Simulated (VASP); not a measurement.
Wanted: the native input for a VASP 6.6.1 run.

| Quantity | Value |
| --- | --- |
| Task | single point |
| Functional | LDA |
| Potentials or basis | VASP PAW LDA potentials, release 64 (Hf_pv, O) |
| Cutoff | 520 eV |
| k mesh | 4 × 4 × 4 |
| Occupations | gaussian, width 0.01 eV |
| Spin | no spin polarisation |
| Dipole correction | no |
| Further INCAR settings | ALGO = Normal; EDIFF = 1e-07; NBANDS = 56 |

The structure of HfO2 lies in POSCAR:

```
HfO2
1.0
    5.0474961958      0.0000000000     -0.0103116041
    0.0000000000      5.1401179147      0.0000000000
   -0.8573391679      0.0000000000      5.1439763659
Hf O
4 8
Direct
    0.2778018834      0.0427454837      0.2083002313
    0.7221981166      0.5427454837      0.2916997687
    0.7221981166      0.9572545163      0.7916997687
    0.2778018834      0.4572545163      0.7083002313
    0.4463041672      0.7585107560      0.4813470843
    0.5536958328      0.2585107560      0.0186529157
    0.5536958328      0.2414892440      0.5186529157
    0.4463041672      0.7414892440      0.9813470843
    0.0729377632      0.3409149286      0.3377107062
    0.9270622368      0.8409149286      0.1622892938
    0.9270622368      0.6590850714      0.6622892938
    0.0729377632      0.1590850714      0.8377107062
```

These files were run (other wordings do the same):

INCAR

```
SYSTEM = HfO2
PREC     = Accurate       ! precision mode
ENCUT    = 520            ! plane-wave cutoff, eV
EDIFF    = 1E-7           ! SCF threshold, eV
ISMEAR   = 0              ! smearing method
SIGMA    = 0.01           ! smearing width, eV
LREAL    = .FALSE.        ! projectors in reciprocal space
LASPH    = .TRUE.         ! aspherical terms in the spheres
NELM     = 60             ! most SCF steps
ALGO     = Normal         ! electronic algorithm
ISIF     = 2              ! what is computed and relaxed
LWAVE    = .FALSE.        ! write WAVECAR
LCHARG   = .FALSE.        ! write CHGCAR
NBANDS   = 56             ! bands
```

KPOINTS

```
regular mesh
0
G
  4 4 4
  0 0 0
```

Potentials or basis: VASP PAW LDA potentials, release 64 (Hf_pv, O).

Launch:

```console
$ cat potpaw_LDA.64/Hf_pv/POTCAR potpaw_LDA.64/O/POTCAR > POTCAR
$ mpirun -np 1 vasp_std > vasp.out
```

Results of the run:

| Property | Result |
| --- | --- |
| Pressure | -2.5 GPa |
| Largest force | 0.059 eV/Å |
| Band gap on the k mesh | 3.91 eV, indirect (least direct gap 4.01 eV) |

Caveat: spin-orbit coupling is left out, which moves the levels of the heavy elements.

Wall time 4 min on 1 thread of Intel Xeon 6975P-C (shared host), peak memory 0.3 GiB.
